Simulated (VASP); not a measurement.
# Cu: relaxation of cell and atoms with r2SCAN

Crystal: Cu.

```
CELL_PARAMETERS angstrom
0.00000 1.73023 1.73023
1.73023 0.00000 1.73023
1.73023 1.73023 0.00000
ATOMIC_POSITIONS crystal
Cu 0.00000 0.00000 0.00000
```

```yaml
Program: VASP 6.6.1
Task: relaxation of cell and atoms
Functional: r2SCAN
Potentials_or_basis: VASP PAW PBE potentials, release 64 (Cu)
Cutoff: 600 eV
k_mesh: 20 × 20 × 20
Occupations: gaussian, width 0.1 eV
Spin: no spin polarisation
Target_pressure: 20 GPa
Dipole_correction: no
Further_INCAR_settings: ALGO = Normal; EDIFF = 1e-07; IBRION = 2; EDIFFG = -0.008; NSW = 70; ISIF = 3
```

```yaml
Relaxed_volume: 10.42 Å³/atom
Relaxed_cell: a = 2.452 Å, b = 2.452 Å, c = 2.452 Å, α = 60.00°, β = 60.00°, γ = 60.00°
Space_group_after_relaxing_to_0.1_Å: Fm-3m (No. 225)
Energy_change_on_relaxing_the_run_minimises_the_enthalpy: -8.4 meV/atom
Ionic_steps: 3
Pressure_after_relaxing: 19.9 GPa
Band_gap_on_the_k_mesh: zero (an odd number of electrons rules out a gap without spin polarisation)
```

Step by step:
```csv
step,energy change (eV),largest force (eV/Å),pressure (GPa),volume (Å³)
1,0.0000,0.0000,21.46,10.36
2,-0.0176,0.0000,18.05,10.50
3,-0.0084,0.0000,19.93,10.42
```

Final structure:
```
Cu
1.0
     0.00000    1.73381    1.73381
     1.73381    0.00000    1.73381
     1.73381    1.73381    0.00000
Cu
1
Direct
  0.00000 0.00000 0.00000
```

Levels at points of the mesh, in eV from the Fermi level:
| k point | band 3 | band 4 | band 5 | band 6 | band 7 | band 8 | band 9 |
| --- | --- | --- | --- | --- | --- | --- | --- |
| (0.00, 0.00, 0.00) | -3.55 | -3.55 | -2.56 | -2.56 | 24.42 | 28.47 | 28.47 |
| (0.50, 0.00, 0.00) | -3.61 | -1.85 | -1.85 | -1.43 | 4.68 | 22.85 | 25.24 |
| (0.50, 0.50, 0.00) | -1.88 | -1.66 | -1.66 | 1.51 | 8.37 | 14.82 | 14.82 |

Run time: 3 min on 1 thread of AMD EPYC 9R45 96-Core Processor (Zen 5) (shared host), peak memory 0.13 GiB.

Caveat: the cell is relaxed towards a set pressure, so the run minimises the enthalpy, not the energy; the PAW data sets were made with another functional, which shifts forces and pressure a little.
